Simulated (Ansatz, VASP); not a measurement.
Y in VASP and in Ansatz

The input INCAR:

```
SYSTEM = Y
  PREC = Accurate
  ENCUT = 520
  EDIFF = 1E-7
  ISMEAR = -1
  SIGMA = 0.1
  LREAL = .FALSE.
  LASPH = .TRUE.
  NELM = 100
  ALGO = Normal
  ISIF = 2
  LWAVE = .FALSE.
  LCHARG = .FALSE.
  GGA = PS
  NBANDS = 12
```

File KPOINTS:

```
Automatic mesh
0
G
  12 12 12
  0 0 0
```

POSCAR

```
Y
1.0
    0.0000000000      2.5868589569      2.5868589569
    2.5868589569      0.0000000000      2.5868589569
    2.5868589569      2.5868589569      0.0000000000
Y
1
Direct
    0.0000000000      0.0000000000      0.0000000000
```

Input for Ansatz:

```yaml
crystal:
  lattice:
    - [0.0, 2.5868589569, 2.5868589569]
    - [2.5868589569, 0.0, 2.5868589569]
    - [2.5868589569, 2.5868589569, 0.0]
  atoms:
    - { symbol: "Y", position: [0.0, 0.0, 0.0] }
hamiltonian:
  xc: pbesol
  pseudopotentials:
    kind: paw
    azcp:
      "Y": "pseudopotentials/Y.paw.azcp"
basis:
  ecutwfc: 420
  fft_grid_basis: typed
kpoints:
  mp_grid: { grid: [12, 12, 12], shift: [0, 0, 0] }
magnetization:
  spin_polarized: false
scf:
  occupations: { method: fermi_dirac, width: 0.1 }
  lower_state_search: "off"
output:
  stress: true
  write_density: true
  write_potential: true
  elf: true
  volumetric_format: npy
```

Alike in both runs: task single point; functional PBEsol; k mesh 12 × 12 × 12; occupations fermi-dirac, width 0.1 eV; no spin polarisation.

|  | VASP | Ansatz |
| --- | --- | --- |
| version | VASP 6.6.1 | Ansatz 0.2.0 |
| potentials or method | VASP PAW PBE potentials, release 64 (Y_sv), cutoff 520 eV | plane waves (420 eV) with PAW, scalar-relativistic |
| valence electrons in the cell | 11 | 11 |

```tsv
	VASP	Ansatz	Ansatz less VASP
pressure (GPa)	-3.9	-3.8	+0.08
```

VASP's potentials were made for PBE, not for PBEsol, and Ansatz warns of the same on its side.
